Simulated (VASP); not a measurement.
Runs of VASP 6.6.1 on Be. The structure is that of space group Pm-3m (No. 221), or close to it. The cells are those of the table. This isn't the form of Be at room conditions, which is hcp.

| cell | gap on the mesh (eV) | pressure (GPa) |
| --- | --- | --- |
| a = 2.188 Å, 1 atom | none | -1.4 |
| a = 2.173 Å, 1 atom | none | 0.1 |
| a = 2.144 Å, 1 atom | none | (a) |
| a = 2.159 Å, 1 atom | none | (b) |
| a = 2.129 Å, 1 atom | none | 5.3 |

Alike in all rows: task single point; level PBE; potentials or basis VASP PAW PBE potentials, release 64 (Be); no spin polarisation; k mesh 50 × 50 × 50; cutoff (eV) 520; smearing fermi-dirac 0.0612256 eV.

Fill in the values left out.

(a) 3.4; (b) 1.7.

Caveats: the cell stands under pressure (at least some runs).

A gap of «none» marks levels without a gap at the run's occupations.
